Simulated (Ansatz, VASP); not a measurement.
# SnO2: VASP beside Ansatz

Contents of INCAR:

```
SYSTEM = SnO2
PREC = Accurate ; ENCUT = 520
EDIFF = 1E-7 ; ISMEAR = 0
SIGMA = 0.01 ; LREAL = .FALSE.
LASPH = .TRUE. ; NELM = 60
ALGO = Normal ; ISIF = 2
LWAVE = .FALSE. ; LCHARG = .TRUE.
GGA = PS ; IVDW = 13
LELF = .TRUE. ; LVHAR = .TRUE.
NBANDS = 35
```

KPOINTS

```
regular mesh
0
G
  12 12 2
  0 0 0
```

File POSCAR:

```
SnO2
1.0
    3.2088976017      0.0000000000      0.0000000000
   -1.6044488009      2.7789825215      0.0000000000
    0.0000000000      0.0000000000     10.7181379521
Sn O
2 4
Direct
    0.0000000000      0.0000000000      0.5000000000
    0.0000000000      0.0000000000      0.0000000000
    0.6666666667      0.3333333333      0.4058600000
    0.6666666667      0.3333333333      0.0941400000
    0.3333333333      0.6666666667      0.5941400000
    0.3333333333      0.6666666667      0.9058600000
```

Input for Ansatz:

```yaml
crystal:
  lattice:
    - [3.2088976017302975, 0.0, 0.0]
    - [-1.6044488008651487, 2.7789825214719825, 0.0]
    - [0.0, 0.0, 10.718137952109801]
  atoms:
    - { symbol: Sn, position: [0.0, 0.0, 0.5] }
    - { symbol: Sn, position: [0.0, 0.0, 0.0] }
    - { symbol: O, position: [0.6666666666666666, 0.3333333333333333, 0.40586] }
    - { symbol: O, position: [0.6666666666666666, 0.3333333333333333, 0.09414] }
    - { symbol: O, position: [0.3333333333333333, 0.6666666666666666, 0.59414] }
    - { symbol: O, position: [0.3333333333333333, 0.6666666666666666, 0.90586] }
basis:
  ecutwfc: 500.0
kpoints:
  mp_grid:
    grid: [12, 12, 2]
hamiltonian:
  xc: pbesol
  dispersion: d4
scf:
  occupations:
    method: fixed
output:
  stress: true
```

Alike in both runs: task single point; functional PBEsol; dispersion D4; k mesh 12 × 12 × 2; no spin polarisation.

```csv
,VASP,Ansatz
version,VASP 6.6.1,Ansatz 0.2.0
potentials or method,"VASP PAW PBE potentials, release 64 (Sn_d, O), cutoff 520 eV","plane waves, PAW"
occupations,"gaussian, width 0.01 eV",fixed
valence electrons in the cell,52,52
```

```tsv
	VASP	Ansatz	Ansatz less VASP
pressure (GPa)	-2.5	-3.0	-0.53
traceless stress, the component that is largest in VASP (GPa)	0.85	1.21	+0.359
```

VASP's potentials were made for PBE, not for PBEsol. Ansatz's warnings: structure snapped to symmetry.
